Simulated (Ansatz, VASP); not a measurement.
One calculation of TiO2, two programs

Contents of INCAR:

```
ALGO = Normal
EDIFF = 1E-7
ENCUT = 520
GGA = PE
ISIF = 2
ISMEAR = 0
LASPH = True
LCHARG = False
LDAU = True
LDAUJ = 0 0
LDAUL = 2 -1
LDAUPRINT = 1
LDAUTYPE = 2
LDAUU = 4 0
LMAXMIX = 4
LREAL = False
LWAVE = False
NBANDS = 33
NELM = 150
PREC = Accurate
SIGMA = 0.05
```

File KPOINTS:

```
k-points
0
Gamma
  6 6 8
```

POSCAR

```
TiO2
1.0
    4.5922000000      0.0000000000      0.0000000000
    0.0000000000      4.5922000000      0.0000000000
    0.0000000000      0.0000000000      2.9574000000
Ti O
2 4
Direct
    0.0000000000      0.0000000000      0.0000000000
    0.5000000000      0.5000000000      0.5000000000
    0.3049600000      0.3049600000      0.0000000000
    0.1950400000      0.8049600000      0.5000000000
    0.6950400000      0.6950400000      0.0000000000
    0.8049600000      0.1950400000      0.5000000000
```

Input for Ansatz:

```yaml
crystal:
  lattice:
    - [4.5922, 0.0, 0.0]
    - [0.0, 4.5922, 0.0]
    - [0.0, 0.0, 2.9574]
  atoms:
    - { symbol: Ti, position: [0.0, 0.0, 0.0] }
    - { symbol: Ti, position: [0.5, 0.5, 0.5] }
    - { symbol: O, position: [0.30496, 0.30496, 0.0] }
    - { symbol: O, position: [0.19504, 0.80496, 0.5] }
    - { symbol: O, position: [0.69504, 0.69504, 0.0] }
    - { symbol: O, position: [0.80496, 0.19504, 0.5] }
basis:
  ecutwfc: 420
  fft_grid_basis: typed
kpoints:
  mp_grid: { grid: [6, 6, 8] }
hamiltonian:
  xc: pbe
  hubbard: { sites: [{ species: Ti, l: d, u_eff: 4.0 }] }
scf:
  occupations: { method: gaussian, width: 0.05 }
output:
  forces: true
  stress: true
  eigenvalues: true
  bader: true
  write_density: true
  volumetric_format: npy
  elf: true
```

Alike in both runs: task single point; functional PBE; k mesh 6 × 6 × 8; occupations gaussian, width 0.05 eV; no spin polarisation; Hubbard terms Ti d U = 4.0 eV.

```csv
,VASP,Ansatz
version,VASP 6.6.1,Ansatz 0.2.0
potentials or method,"VASP PAW PBE potentials, release 64 (Ti_sv, O), cutoff 520 eV","scalar-relativistic, plane waves, PAW"
valence electrons in the cell,48,48
```

VASP gave:

| Quantity | Value |
| --- | --- |
| gap on the k mesh at the Fermi level (eV) | 2.39 |
| pressure (GPa) | 13.6 |
| traceless stress, the component that is largest in VASP (GPa) | 3.18 |
| rms of the force components (eV/Å) | 0.119 |

Task: What did Ansatz give for the same quantities?

Result: gap on the k mesh at the Fermi level (eV): 2.34; pressure (GPa): 9.0; traceless stress, the component that is largest in VASP (GPa): 2.56; rms of the force components (eV/Å): 0.045.

The programs project onto different local orbitals, so the same U acts differently, and such runs can settle in different states. Atom by atom the forces differ by 0.074 eV/Å (rms over components).
